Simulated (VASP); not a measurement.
# Hg (C2) in VASP: single point with PBEsol

Aim: the single point of Hg with PBEsol.

All numbers are computed with VASP 6.6.1; they aren't measurements. Logs are shortened: lines on timing, memory, paths and dates and some standing lists are left out, and cuts for length are marked.

## (1) The cell of the first run

The structure is monoclinic, space group C2 (No. 5). The conventional cell has a = 6.243 Å, b = 3.609 Å, c = 8.698 Å, α = 90.00°, β = 103.89°, γ = 90.00°. Hg (site symmetry 1) has 12 Hg at 3.34 to 3.73 Å within 4.4 Å. Within 4.4 Å of Hg (site symmetry 2) lie 12 Hg at 3.34 to 3.73 Å.

## (2) Single point, PBEsol (one atom moved)

File INCAR:

```
SYSTEM = Hg
PREC = Accurate
ENCUT = 520
EDIFF = 1E-6
ISMEAR = 0
SIGMA = 0.05
LREAL = .FALSE.
LASPH = .TRUE.
NELM = 100
ALGO = Normal
ISIF = 2
LWAVE = .FALSE.
LCHARG = .FALSE.
GGA = PS
NBANDS = 25
```

File KPOINTS:

```
regular mesh
0
G
  12 12 4
  0 0 0
```

File POSCAR:

```
Hg
1.0
    3.1217354593     -1.8045865800      0.0000000000
    3.1217354593      1.8045865800      0.0000000000
   -2.0874657820      0.0000000000      8.4440744872
Hg
3
Direct
    0.7775275200      0.7775275200      0.3362887300
    0.2224724800      0.2224724800      0.6637112700
   -0.1039019142      0.1039019142      0.0000000000
```

Potentials or basis: VASP PAW PBE potentials, release 64 (Hg).

Run with:

```
cat potpaw_PBE.64/Hg/POTCAR > POTCAR
mpirun -np 1 vasp_std > vasp.out
```

OUTCAR:

```text
SYSTEM = Hg
   PREC = Accurate
   ENCUT = 520
   EDIFF = 1E-6
   ISMEAR = 0
   LREAL = .FALSE.
   LASPH = .TRUE.
   NELM = 100
   ISIF = 2
   GGA = PS

 ion  position               nearest neighbor table
   1  0.778  0.778  0.336-   3 3.34   2 3.46   2 3.46   2 3.47   3 3.55   3 3.73
   2  0.222  0.222  0.664-   3 3.34   1 3.46   1 3.46   1 3.47   3 3.55   3 3.73
   3  0.896  0.104  0.000-   1 3.34   2 3.34   2 3.55   1 3.55   2 3.73   1 3.73

  LATTYP: Found a base centered monoclinic cell.
 ALAT       =     6.2434709186
 B/A-ratio  =     0.5780715898
 C/A-ratio  =     1.3931786466
 COS(beta)  =    -0.2399863070

  Lattice vectors:

 A1 = (   3.1217354593,  -1.8045865800,   0.0000000000)
 A2 = (   3.1217354593,   1.8045865800,   0.0000000000)
 A3 = (  -2.0874657820,   0.0000000000,   8.4440744872)

Analysis of symmetry for initial positions (statically):
=====================================================================
 Subroutine PRICEL returns:
 Original cell was already a primitive cell.

 Routine SETGRP: Setting up the symmetry group for a
 base centered monoclinic supercell.

 Subroutine GETGRP returns: Found  2 space group operations
 (whereof  2 operations were pure point group operations)
 out of a pool of  4 trial point group operations.

The static configuration has the point symmetry C_2 .

Analysis of symmetry for dynamics (positions and initial velocities):
=====================================================================
 Subroutine PRICEL returns:
 Original cell was already a primitive cell.

 Routine SETGRP: Setting up the symmetry group for a
 base centered monoclinic supercell.

 Subroutine GETGRP returns: Found  2 space group operations
 (whereof  2 operations were pure point group operations)
 out of a pool of  4 trial point group operations.

The dynamic configuration has the point symmetry C_2 .

 Subroutine INISYM returns: Found  2 space group operations
 (whereof  2 operations are pure point group operations),
 and found     1 'primitive' translations

----------------------------------------------------------------------------------------

                                     Primitive cell

  volume of cell :      95.1384

  direct lattice vectors                    reciprocal lattice vectors
     3.121735459 -1.804586580  0.000000000     0.160167319 -0.277071771  0.039595079
     3.121735459  1.804586580  0.000000000     0.160167319  0.277071771  0.039595079
    -2.087465782  0.000000000  8.444074487     0.000000000  0.000000000  0.118426241

  length of vectors
     3.605796029  3.605796029  8.698270365     0.322474971  0.322474971  0.118426241

  position of ions in fractional coordinates (direct lattice)
     0.777527520  0.777527520  0.336288730
     0.222472480  0.222472480  0.663711270
     0.896098086  0.103901914  0.000000000

  ion indices of the primitive-cell ions
   primitive index   ion index
                 1           1
                 2           2
                 3           3

----------------------------------------------------------------------------------------

 KPOINTS: regular mesh

Automatic generation of k-mesh.
 Grid dimensions read from file:
 generate k-points for:   12   12    4

 Generating k-lattice:

  Cartesian coordinates                     Fractional coordinates (reciprocal lattice)
     0.013347277 -0.023089314  0.003299590     0.083333333 -0.000000000  0.000000000
     0.013347277  0.023089314  0.003299590    -0.000000000  0.083333333  0.000000000
     0.000000000  0.000000000  0.029606560     0.000000000  0.000000000  0.250000000

  Length of vectors
     0.026872914  0.026872914  0.029606560

  Shift w.r.t. Gamma in fractional coordinates (k-lattice)
     0.000000000  0.000000000  0.000000000

 Subroutine IBZKPT returns following result:
 ===========================================

 Found    164 irreducible k-points:

 Following reciprocal coordinates:
            Coordinates               Weight
  0.000000  0.000000  0.000000      1.000000
  0.083333 -0.000000  0.000000      4.000000
  0.166667  0.000000  0.000000      4.000000
  0.250000  0.000000 -0.000000      4.000000
  0.333333  0.000000  0.000000      4.000000
  0.416667 -0.000000  0.000000      4.000000
[... 16 lines left out ...]
  0.500000  0.166667 -0.000000      4.000000
 -0.416667  0.166667 -0.000000      4.000000
 [... further k-points ...]
   k-points           NKPTS =    164   k-points in BZ     NKDIM =    164   number of bands    NBANDS=     25
   number of dos      NEDOS =    301   number of ions     NIONS =      3
   total plane-waves  NPLWV =  54880
   dimension x,y,z NGX =    28 NGY =   28 NGZ =   70
   dimension x,y,z NGXF=    56 NGYF=   56 NGZF=  140
   ions per type =               3
   NGX,Y,Z   is equivalent  to a cutoff of  12.91, 12.91, 13.38 a.u.
   NGXF,Y,Z  is equivalent  to a cutoff of  25.82, 25.82, 26.76 a.u.
 SYSTEM =  Hg
   PREC   = accura    normal or accurate (medium, high low for compatibility)
   ISTART =      0    job   : 0-new  1-cont  2-samecut
   ICHARG =      2    charge: 1-file 2-atom 10-const
   ISPIN  =      1    spin polarized calculation?
   LNONCOLLINEAR =      F non collinear calculations
   LSORBIT =      F    spin-orbit coupling
   LASPH  =      T    aspherical Exc in radial PAW
   ENCUT  =  520.0 eV  38.22 Ry    6.18 a.u.   6.70  6.70 16.17*2*pi/ulx,y,z
   NELM   =    100;   NELMIN=  2; NELMDL= -5     # of ELM steps
   EDIFF  = 0.1E-05   stopping-criterion for ELM
   LREAL  =      F    real-space projection
   EDIFFG = 0.1E-04   stopping-criterion for IOM
   NSW    =      0    number of steps for IOM
   IBRION =     -1    ionic relax: 0-MD 1-quasi-New 2-CG
   NFREE  =      0    steps in history (QN), initial steepest desc. (CG)
   ISIF   =      2    stress and relaxation
   ISYM   =      2    0-nonsym 1-usesym 2-fastsym
   POTIM  = 0.5000    time-step for ionic-motion
   TEBEG  =    0.0;   TEEND  =   0.0 temperature during run
   PSTRESS=    0.0 pullay stress
   NELECT =      36.0000    total number of electrons
   NUPDOWN=      -1.0000    fix difference up-down
   EMIN   =  10.00;   EMAX   =-10.00  energy-range for DOS
   EFERMI =   0.00;   METHOD = LEGACY
   ISMEAR =     0;   SIGMA  =   0.05  broadening in eV -4-tet -1-fermi 0-gaus
   EFERMI_NEDOS =   21; number of points for ismear=-14 and -15
   IALGO  =     38    algorithm
   IMIX   =      4    mixing-type and parameters
     AMIX     =   0.40;   BMIX     =  1.00
     AMIX_MAG =   1.60;   BMIX_MAG =  1.00
  volume/ion in A,a.u.               =      31.71       214.01
  Fermi-wavevector in a.u.,A,eV,Ry     =   1.184105  2.237635 19.076806  1.402106
  Thomas-Fermi vector in A             =   2.320326
   LORBIT       =      0    0 simple, 1 ext, 2 COOP (PROOUT), +10 PAW based schemes
   GGA     = PS    functional components
   LHFCALC =     F    Hartree Fock is set to
   AEXX    =    0.0000 exact exchange contribution
   IVDW    =     0    specifies the selected vdW correction
   LEPSILON=     F    determine dielectric tensor
   LRPA    =     F    only Hartree local field effects (RPA)
 non-spin polarized calculation
 Gauss-broadening in eV      SIGMA  =   0.05
  energy-cutoff  :      520.00
  volume of cell :       95.14
 maximum number of plane-waves:      2594
   NGX = 13   NGY = 13   NGZ = 33

 number of electron      36.0000005 magnetization

 Free energy of the ion-electron system (eV)
  ---------------------------------------------------
  ext. energy  EPLUGINS =         0.00000000
  ---------------------------------------------------
  free energy    TOTEN  =        -1.34797053 eV

  energy without entropy =       -1.34797038  energy(sigma->0) =       -1.34797045

 E-fermi :   0.0865     XC(G=0):  -9.4769

 val. band max:       -0.0507062144   @ k =  -0.2500   0.2500   0.5000
 cond. band min:       0.2140141540   @ k =   0.0000   0.0000   0.5000
 fundamental gap:      0.2647203683
 Fermi energy:         0.0865494843

 k-point     1 :       0.0000    0.0000    0.0000
  band No.  band energies     occupation
      1      -6.4293      2.00000
      2      -5.9885      2.00000
      3      -5.9523      2.00000
      4      -5.6452      2.00000
      5      -5.6328      2.00000
      6      -5.6280      2.00000
[... 17 lines left out ...]
     24      11.0916      0.00000
     25      12.0726      0.00000

 k-point     2 :       0.0833   -0.0000    0.0000
  band No.  band energies     occupation
      1      -6.3176      2.00000
      2      -5.9491      2.00000
      3      -5.9068      2.00000
      4      -5.6578      2.00000
      5      -5.6327      2.00000
      6      -5.6126      2.00000
[... 17 lines left out ...]
     24      10.5504      0.00000
     25      11.2458      0.00000

 k-point     3 :       0.1667    0.0000    0.0000
  band No.  band energies     occupation
      1      -6.0494      2.00000
      2      -5.8840      2.00000
      3      -5.8246      2.00000
      4      -5.6857      2.00000
      5      -5.6329      2.00000
      6      -5.5755      2.00000
[... 17 lines left out ...]
     24       9.6535      0.00000
     25       9.6975      0.00000

 k-point     4 :       0.2500    0.0000   -0.0000
  band No.  band energies     occupation
      1      -5.9390      2.00000
      2      -5.8783      2.00000
      3      -5.8424      2.00000
      4      -5.7235      2.00000
      5      -5.6555      2.00000
      6      -5.5909      2.00000
[... 17 lines left out ...]
     24       8.3006      0.00000
     25       8.7428      0.00000
[... 477 lines left out ...]
 k-point    22 :       0.4167    0.1667    0.0000
  band No.  band energies     occupation
      1      -5.9474      2.00000
      2      -5.8767      2.00000
      3      -5.8158      2.00000
      4      -5.7285      2.00000
      5      -5.7202      2.00000
      6      -5.6371      2.00000
[... 17 lines left out ...]
     24       6.2129      0.00000
     25       8.3750      0.00000

 k-point    23 :       0.5000    0.1667   -0.0000
  band No.  band energies     occupation
      1      -5.9979      2.00000
      2      -5.9192      2.00000
      3      -5.8304      2.00000
      4      -5.7945      2.00000
      5      -5.7482      2.00000
      6      -5.6533      2.00000
[... 17 lines left out ...]
     24       6.0159      0.00000
     25       8.3682      0.00000

 k-point    24 :      -0.4167    0.1667   -0.0000
  band No.  band energies     occupation
      1      -6.0130      2.00000
      2      -5.9386      2.00000
      3      -5.8580      2.00000
      4      -5.7904      2.00000
      5      -5.7523      2.00000
      6      -5.6579      2.00000
[... 17 lines left out ...]
     24       6.7023      0.00000
     25       8.0632      0.00000

 [... further k-points ...]

------------------------ aborting loop because EDIFF is reached ----------------------------------------

  FORCE on cell =-STRESS in cart. coord.  units (eV):
  Direction    XX          YY          ZZ          XY          YZ          ZX
  --------------------------------------------------------------------------------------
  -------------------------------------------------------------------------------------
  Total       -1.6070171     -1.6020991     -1.6827763      0.0000000      0.0000000      0.0194429
  in kB      -27.0629549    -26.9801335    -28.3387772      0.0000000      0.0000000      0.3274288
  external PRESSURE =     -27.4606219 kB  Pullay stress =       0.0000000 kB

 VOLUME and BASIS-vectors are now :
 -----------------------------------------------------------------------------
  energy-cutoff  :      520.00
  volume of cell :       95.14
      direct lattice vectors                 reciprocal lattice vectors
     3.121735459 -1.804586580  0.000000000     0.160167319 -0.277071771  0.039595079
     3.121735459  1.804586580  0.000000000     0.160167319  0.277071771  0.039595079
    -2.087465782  0.000000000  8.444074487     0.000000000  0.000000000  0.118426241

 POSITION                                       TOTAL-FORCE (eV/Angst)
 -----------------------------------------------------------------------------------
      4.15248      0.00000      2.83965         0.003173      0.006842      0.026082
      0.00353      0.00000      5.60443        -0.003173      0.006842     -0.026082
      3.12174     -1.42959      0.00000         0.000000     -0.013684      0.000000
 -----------------------------------------------------------------------------------
    total drift:                                0.000000     -0.000105     -0.000000

  FREE ENERGIE OF THE ION-ELECTRON SYSTEM (eV)
  ---------------------------------------------------
  free  energy   TOTEN  =        -1.3479705314 eV

  energy  without entropy=       -1.3479703759  energy(sigma->0) =       -1.34797045
```

It took 3 min on 1 thread of AMD EPYC 9R45 (Zen 5), shared host; peak memory 0.4 GiB.

Results:

```
Free energy   : -1.3480 eV
Pressure      : -2.7 GPa
Largest force : 0.027 eV/Å
```

Forces on the atoms (eV/Å):
```
Hg   0.003  0.007  0.026
Hg  -0.003  0.007 -0.026
Hg   0.000 -0.014  0.000
```

Caveat: the cell differs from its parent crystal (one atom moved); the PAW data sets were made with another functional, which shifts forces and pressure a little; spin-orbit coupling is left out, which moves the levels of the heavy elements.
